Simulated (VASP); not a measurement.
# SnSe in VASP: single point with PBEsol

Aim: the single point of SnSe with PBEsol.

Everything below comes from runs of VASP 6.6.1. Logs are shortened: lines on timing, memory, paths and dates and some standing lists are left out, and cuts for length are marked.

## 1. The cell of the first run

The cell holds a slab with vacuum, 8 atoms: a = 4.204 Å, b = 5.946 Å, c = 23.306 Å, α = 90.00°, β = 90.00°, γ = 90.00°.

## 2. Single point, PBEsol

Input file INCAR:

```
  PREC = Accurate
  ENCUT = 520
  EDIFF = 1E-6
  ISMEAR = 0
  SIGMA = 0.05
  LREAL = False
  LASPH = True
  NELM = 80
  ALGO = Normal
  ISIF = 2
  LWAVE = False
  LCHARG = True
  LDIPOL = True
  IDIPOL = 3
  DIPOL = 0.5 0.5 0.504
  GGA = PS
  LELF = True
  LVHAR = True
  LVACPOTAV = True
  NBANDS = 50
```

Input file KPOINTS:

```
Automatic mesh
0
Gamma
  6 5 1
```

Input file POSCAR:

```
SnSe
1.0
    4.2041099559      0.0000000000      0.0000000000
    0.0000000000      5.9455093173      0.0000000000
    0.0000000000      0.0000000000     23.3061649338
Sn Se
4 4
Direct
    0.5000000000      0.5000000000      0.3647103684
    0.0000000000      0.0000000000      0.4549034561
    0.5000000000      0.5000000000      0.5574878930
    0.0000000000      0.0000000000      0.6367650442
    0.5000000000      0.0000000000      0.3647103684
    0.0000000000      0.5000000000      0.4549034561
    0.5000000000      0.0000000000      0.5585826848
    0.0000000000      0.5000000000      0.6360333075
```

Potentials or basis: VASP PAW PBE potentials, release 64 (Sn_d, Se).

On the command line:

```bash
$ cat potpaw_PBE.64/Sn_d/POTCAR potpaw_PBE.64/Se/POTCAR > POTCAR
$ mpirun -np 1 vasp_std > vasp.out
```

OUTCAR:

```text
PREC = Accurate
   ENCUT = 520
   EDIFF = 1E-6
   ISMEAR = 0
   LREAL = False
   LASPH = True
   NELM = 80
   ISIF = 2
   GGA = PS

 ion  position               nearest neighbor table
   1  0.500  0.500  0.365-   6 2.97   6 2.97   5 2.97   5 2.97
   2  0.000  0.000  0.455-   5 2.97   5 2.97   6 2.97   6 2.97   7 3.20   7 3.20
   3  0.500  0.500  0.557-   8 2.79   8 2.79   7 2.97   7 2.97   6 3.18   6 3.18
   4  0.000  0.000  0.637-   7 2.78   7 2.78   8 2.97   8 2.97
   5  0.500  0.000  0.365-   2 2.97   2 2.97   1 2.97   1 2.97
   6  0.000  0.500  0.455-   1 2.97   1 2.97   2 2.97   2 2.97   3 3.18   3 3.18
   7  0.500  0.000  0.559-   4 2.78   4 2.78   3 2.97   3 2.97   2 3.20   2 3.20
   8  0.000  0.500  0.636-   3 2.79   3 2.79   4 2.97   4 2.97

  LATTYP: Found a simple orthorhombic cell.
 ALAT       =     4.2041099559
 B/A-ratio  =     1.4142135624
 C/A-ratio  =     5.5436620779

  Lattice vectors:

 A1 = (   4.2041099559,   0.0000000000,   0.0000000000)
 A2 = (   0.0000000000,   5.9455093173,   0.0000000000)
 A3 = (   0.0000000000,   0.0000000000,  23.3061649338)

Analysis of symmetry for initial positions (statically):
=====================================================================
 Subroutine PRICEL returns:
 Original cell was already a primitive cell.

 Routine SETGRP: Setting up the symmetry group for a
 simple orthorhombic supercell.

 Subroutine GETGRP returns: Found  4 space group operations
 (whereof  4 operations were pure point group operations)
 out of a pool of  8 trial point group operations.

The static configuration has the point symmetry C_2v.

Analysis of symmetry for dynamics (positions and initial velocities):
=====================================================================
 Subroutine PRICEL returns:
 Original cell was already a primitive cell.

 Routine SETGRP: Setting up the symmetry group for a
 simple orthorhombic supercell.

 Subroutine GETGRP returns: Found  4 space group operations
 (whereof  4 operations were pure point group operations)
 out of a pool of  8 trial point group operations.

The dynamic configuration has the point symmetry C_2v.

 Subroutine INISYM returns: Found  4 space group operations
 (whereof  4 operations are pure point group operations),
 and found     1 'primitive' translations

----------------------------------------------------------------------------------------

                                     Primitive cell

  volume of cell :     582.5510

  direct lattice vectors                    reciprocal lattice vectors
     4.204109956  0.000000000  0.000000000     0.237862475  0.000000000  0.000000000
     0.000000000  5.945509317  0.000000000     0.000000000  0.168194169  0.000000000
     0.000000000  0.000000000 23.306164934     0.000000000  0.000000000  0.042907102

  length of vectors
     4.204109956  5.945509317 23.306164934     0.237862475  0.168194169  0.042907102

  position of ions in fractional coordinates (direct lattice)
     0.500000000  0.500000000  0.364710368
     0.000000000  0.000000000  0.454903456
     0.500000000  0.500000000  0.557487893
     0.000000000  0.000000000  0.636765044
     0.500000000  0.000000000  0.364710368
     0.000000000  0.500000000  0.454903456
     0.500000000  0.000000000  0.558582685
     0.000000000  0.500000000  0.636033307

  ion indices of the primitive-cell ions
   primitive index   ion index
                 1           1
                 2           2
                 3           3
                 4           4
                 5           5
                 6           6
                 7           7
                 8           8

----------------------------------------------------------------------------------------

 KPOINTS: Automatic mesh

Automatic generation of k-mesh.
 Grid dimensions read from file:
 generate k-points for:    6    5    1

 Generating k-lattice:

  Cartesian coordinates                     Fractional coordinates (reciprocal lattice)
     0.039643746  0.000000000  0.000000000     0.166666667  0.000000000  0.000000000
     0.000000000  0.033638834  0.000000000     0.000000000  0.200000000  0.000000000
     0.000000000  0.000000000  0.042907102     0.000000000  0.000000000  1.000000000

  Length of vectors
     0.039643746  0.033638834  0.042907102

  Shift w.r.t. Gamma in fractional coordinates (k-lattice)
     0.000000000  0.000000000  0.000000000

 Subroutine IBZKPT returns following result:
 ===========================================

 Found     12 irreducible k-points:

 Following reciprocal coordinates:
            Coordinates               Weight
  0.000000  0.000000  0.000000      1.000000
  0.166667  0.000000  0.000000      2.000000
  0.333333  0.000000  0.000000      2.000000
  0.500000  0.000000  0.000000      1.000000
  0.000000  0.200000  0.000000      2.000000
  0.166667  0.200000  0.000000      4.000000
  0.333333  0.200000  0.000000      4.000000
  0.500000  0.200000  0.000000      2.000000
  0.000000  0.400000  0.000000      2.000000
  0.166667  0.400000  0.000000      4.000000
  0.333333  0.400000  0.000000      4.000000
  0.500000  0.400000  0.000000      2.000000
   k-points           NKPTS =     12   k-points in BZ     NKDIM =     12   number of bands    NBANDS=     50
   number of dos      NEDOS =    301   number of ions     NIONS =      8
   total plane-waves  NPLWV = 276480
   dimension x,y,z NGX =    32 NGY =   48 NGZ =  180
   dimension x,y,z NGXF=    64 NGYF=   96 NGZF=  360
   ions per type =               4   4
   NGX,Y,Z   is equivalent  to a cutoff of  12.65, 13.42, 12.84 a.u.
   NGXF,Y,Z  is equivalent  to a cutoff of  25.31, 26.84, 25.68 a.u.
 SYSTEM =  unknown system
   PREC   = accura    normal or accurate (medium, high low for compatibility)
   ISTART =      0    job   : 0-new  1-cont  2-samecut
   ICHARG =      2    charge: 1-file 2-atom 10-const
   ISPIN  =      1    spin polarized calculation?
   LNONCOLLINEAR =      F non collinear calculations
   LSORBIT =      F    spin-orbit coupling
   LASPH  =      T    aspherical Exc in radial PAW
   ENCUT  =  520.0 eV  38.22 Ry    6.18 a.u.   7.82 11.05 43.33*2*pi/ulx,y,z
   NELM   =     80;   NELMIN=  2; NELMDL= -5     # of ELM steps
   EDIFF  = 0.1E-05   stopping-criterion for ELM
   LREAL  =      F    real-space projection
   EDIFFG = 0.1E-04   stopping-criterion for IOM
   NSW    =      0    number of steps for IOM
   IBRION =     -1    ionic relax: 0-MD 1-quasi-New 2-CG
   NFREE  =      0    steps in history (QN), initial steepest desc. (CG)
   ISIF   =      2    stress and relaxation
   ISYM   =      2    0-nonsym 1-usesym 2-fastsym
   POTIM  = 0.5000    time-step for ionic-motion
   TEBEG  =    0.0;   TEEND  =   0.0 temperature during run
   PSTRESS=    0.0 pullay stress
   NELECT =      80.0000    total number of electrons
   NUPDOWN=      -1.0000    fix difference up-down
   EMIN   =  10.00;   EMAX   =-10.00  energy-range for DOS
   EFERMI =   0.00;   METHOD = LEGACY
   ISMEAR =     0;   SIGMA  =   0.05  broadening in eV -4-tet -1-fermi 0-gaus
   EFERMI_NEDOS =   21; number of points for ismear=-14 and -15
   IALGO  =     38    algorithm
   IMIX   =      4    mixing-type and parameters
     AMIX     =   0.40;   BMIX     =  1.00
     AMIX_MAG =   1.60;   BMIX_MAG =  1.00
  volume/ion in A,a.u.               =      72.82       491.41
  Fermi-wavevector in a.u.,A,eV,Ry     =   0.844618  1.596096  9.706111  0.713379
  Thomas-Fermi vector in A             =   1.959675
   LORBIT       =      0    0 simple, 1 ext, 2 COOP (PROOUT), +10 PAW based schemes
   GGA     = PS    functional components
   LHFCALC =     F    Hartree Fock is set to
   AEXX    =    0.0000 exact exchange contribution
   IVDW    =     0    specifies the selected vdW correction
   LEPSILON=     F    determine dielectric tensor
   LRPA    =     F    only Hartree local field effects (RPA)
 non-spin polarized calculation
 Gauss-broadening in eV      SIGMA  =   0.05
  energy-cutoff  :      520.00
  volume of cell :      582.55
 maximum number of plane-waves:     15746
 NGX is ok and might be reduce to    32
   NGX = 15   NGY = 23   NGZ = 87

 number of electron      79.9999991 magnetization

 dipolmoment           0.000000      0.000000     -0.001326 electrons x Angstroem

 Free energy of the ion-electron system (eV)
  ---------------------------------------------------
  ext. energy  EPLUGINS =         0.00000000
  ---------------------------------------------------
  free energy    TOTEN  =       -34.60577809 eV

  energy without entropy =      -34.60577809  energy(sigma->0) =      -34.60577809

 E-fermi :  -0.6933     XC(G=0):  -4.2152

 val. band max:       -0.9421239868   @ k =   0.0000   0.4000   0.0000
 cond. band min:      -0.2032502994   @ k =   0.0000   0.2000   0.0000
 fundamental gap:      0.7388736874
 Fermi energy:        -0.6933282221

 k-point     1 :       0.0000    0.0000    0.0000
  band No.  band energies     occupation
      1     -22.3747      2.00000
      2     -22.3724      2.00000
      3     -22.3711      2.00000
      4     -22.3672      2.00000
      5     -22.3440      2.00000
      6     -22.3405      2.00000
[... 42 lines left out ...]
     49       3.2429      0.00000
     50       3.3753      0.00000

 k-point     2 :       0.1667    0.0000    0.0000
  band No.  band energies     occupation
      1     -22.3770      2.00000
      2     -22.3716      2.00000
      3     -22.3689      2.00000
      4     -22.3655      2.00000
      5     -22.3436      2.00000
      6     -22.3417      2.00000
[... 42 lines left out ...]
     49       3.5564      0.00000
     50       3.6973      0.00000

 k-point     3 :       0.3333    0.0000    0.0000
  band No.  band energies     occupation
      1     -22.3842      2.00000
      2     -22.3741      2.00000
      3     -22.3638      2.00000
      4     -22.3562      2.00000
      5     -22.3441      2.00000
      6     -22.3428      2.00000
[... 42 lines left out ...]
     49       3.8015      0.00000
     50       3.8515      0.00000

 k-point     4 :       0.5000    0.0000    0.0000
  band No.  band energies     occupation
      1     -22.3877      2.00000
      2     -22.3762      2.00000
      3     -22.3604      2.00000
      4     -22.3516      2.00000
      5     -22.3453      2.00000
      6     -22.3424      2.00000
[... 363 lines left out ...]
 k-point    11 :       0.3333    0.4000    0.0000
  band No.  band energies     occupation
      1     -22.3837      2.00000
      2     -22.3739      2.00000
      3     -22.3637      2.00000
      4     -22.3551      2.00000
      5     -22.3441      2.00000
      6     -22.3410      2.00000
[... 42 lines left out ...]
     49       2.5703      0.00000
     50       2.8152      0.00000

 k-point    12 :       0.5000    0.4000    0.0000
  band No.  band energies     occupation
      1     -22.3871      2.00000
      2     -22.3760      2.00000
      3     -22.3603      2.00000
      4     -22.3504      2.00000
      5     -22.3453      2.00000
      6     -22.3407      2.00000
[... 42 lines left out ...]
     49       2.4696      0.00000
     50       2.8350      0.00000

------------------------ aborting loop because EDIFF is reached ----------------------------------------

  FORCE on cell =-STRESS in cart. coord.  units (eV):
  Direction    XX          YY          ZZ          XY          YZ          ZX
  --------------------------------------------------------------------------------------
  -------------------------------------------------------------------------------------
  Total       -4.4308061     -0.6283628     -3.9649768      0.0000000      0.0000000      0.0000000
  in kB      -12.1859497     -1.7281726    -10.9047895      0.0000000      0.0000000      0.0000000
  external PRESSURE =      -8.2729706 kB  Pullay stress =       0.0000000 kB

 VOLUME and BASIS-vectors are now :
 -----------------------------------------------------------------------------
  energy-cutoff  :      520.00
  volume of cell :      582.55
      direct lattice vectors                 reciprocal lattice vectors
     4.204109956  0.000000000  0.000000000     0.237862475  0.000000000  0.000000000
     0.000000000  5.945509317  0.000000000     0.000000000  0.168194169  0.000000000
     0.000000000  0.000000000 23.306164934     0.000000000  0.000000000  0.042907102

 POSITION                                       TOTAL-FORCE (eV/Angst)
 -----------------------------------------------------------------------------------
      2.10205      2.97275      8.50000         0.000000      0.000000      0.992051
      0.00000      0.00000     10.60205         0.000000      0.000000     -1.052584
      2.10205      2.97275     12.99290         0.000000      0.000000     -0.017857
      0.00000      0.00000     14.84055         0.000000      0.000000      0.036777
      2.10205      0.00000      8.50000         0.000000      0.000000      0.915625
      0.00000      2.97275     10.60205         0.000000      0.000000     -0.859366
      2.10205      0.00000     13.01842         0.000000      0.000000     -0.027216
      0.00000      2.97275     14.82350         0.000000      0.000000      0.012570
 -----------------------------------------------------------------------------------
    total drift:                                0.000000      0.000000      0.000268

  FREE ENERGIE OF THE ION-ELECTRON SYSTEM (eV)
  ---------------------------------------------------
  free  energy   TOTEN  =       -34.6057780866 eV

  energy  without entropy=      -34.6057780866  energy(sigma->0) =      -34.60577809

 vacuum level on the upper side and lower side of the slab         3.645         3.655
```

Run time: 5.8 min. Hardware: 1 thread of Intel Xeon 6975P-C (Granite Rapids), shared host; peak memory 0.74 GiB.

What came out:

```yaml
Free_energy: -34.6058 eV
Largest_force: 1.053 eV/Å
Band_gap_on_the_k_mesh: 0.74 eV, indirect (the least direct gap lies 2.8 meV higher)
```

Forces in eV/Å, atoms in the order of the input:
```
Sn   0.000  0.000  0.992
Sn   0.000  0.000 -1.053
Sn   0.000  0.000 -0.018
Sn   0.000  0.000  0.037
Se   0.000  0.000  0.916
Se   0.000  0.000 -0.859
Se   0.000  0.000 -0.027
Se   0.000  0.000  0.013
```

Caveat: the PAW data sets were made with another functional, which shifts forces and pressure a little; spin-orbit coupling is left out, which moves the levels of the heavy elements.
